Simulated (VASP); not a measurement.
AlNi: relaxation of cell and atoms with PBEsol

The system is AlNi.

```
CELL_PARAMETERS angstrom
2.88100 0.00000 0.00000
0.00000 2.88100 0.00000
0.00000 0.00000 2.88100
ATOMIC_POSITIONS crystal
Ni 0.50000 0.50000 0.50000
Al 0.00000 0.00000 0.00000
```

```
Program                : VASP 6.6.1
Task                   : relaxation of cell and atoms
Functional             : PBEsol
Potentials or basis    : VASP PAW PBE potentials, release 64 (Ni, Al)
Cutoff                 : 600 eV
k mesh                 : 9 × 9 × 9
Occupations            : fermi-dirac, width 0.05 eV
Spin                   : collinear spin, ferromagnetic start
Starting moments       : [1.0, 0.0] μB
Target pressure        : 10 GPa
Dipole correction      : no
Further INCAR settings : ALGO = Normal; EDIFF = 1e-06; IBRION = 2; EDIFFG = -0.01; NSW = 60; ISIF = 3
```

```yaml
Relaxed_volume: 11.13 Å³/atom
Relaxed_cell: a = 2.813 Å, b = 2.813 Å, c = 2.813 Å, α = 90.00°, β = 90.00°, γ = 90.00°
Space_group_after_relaxing_to_0.1_Å: Pm-3m (No. 221)
Energy_change_on_relaxing_the_run_minimises_the_enthalpy: +15.4 meV/atom
Ionic_steps: 4
Pressure_after_relaxing: 10.1 GPa
Net_moment: 0.00 μB per cell
Valence_electrons_inside_the_program's_atomic_spheres: Ni 9.61; Al 0.84
```

The path:
| step | energy change (eV) | largest force (eV/Å) | pressure (GPa) | volume (Å³) |
| --- | --- | --- | --- | --- |
| 1 | 0.0000 | 0.0000 | -3.20 | 23.91 |
| 2 | 0.2188 | 0.0000 | 28.67 | 20.66 |
| 3 | 0.0289 | 0.0000 | 9.76 | 22.29 |
| 4 | 0.0308 | 0.0000 | 10.08 | 22.26 |

Final structure:
```cif
data_structure
_symmetry_space_group_name_H-M 'P 1'
_symmetry_Int_Tables_number 1
_cell_length_a 2.8130
_cell_length_b 2.8130
_cell_length_c 2.8130
_cell_angle_alpha 90.000
_cell_angle_beta 90.000
_cell_angle_gamma 90.000
_cell_volume 22.26
loop_
_atom_site_label
_atom_site_type_symbol
_atom_site_fract_x
_atom_site_fract_y
_atom_site_fract_z
_atom_site_occupancy
Ni1 Ni 0.50000 0.50000 0.50000 1
Al1 Al 0.00000 0.00000 0.00000 1
```

Levels at points of the mesh, in eV from the Fermi level:
Spin up:
```
           k point  band 2  band 3  band 4  band 5  band 6  band 7  band 8  band 9  band 10  band 11
(0.00, 0.00, 0.00)   -3.64   -3.64   -1.73   -1.73   -1.73    5.78    5.78    5.78     8.35     8.35
```
Spin down:
```
           k point  band 2  band 3  band 4  band 5  band 6  band 7  band 8  band 9  band 10  band 11
(0.00, 0.00, 0.00)   -3.64   -3.64   -1.73   -1.73   -1.73    5.78    5.78    5.78     8.35     8.35
```

Wall time 80 s on 1 thread of Intel Xeon 8259CL, with other jobs on the host, peak memory 0.16 GiB.

Caveat: the cell is relaxed towards a set pressure, so the run minimises the enthalpy, not the energy; the PAW data sets were made with another functional, which shifts forces and pressure a little.
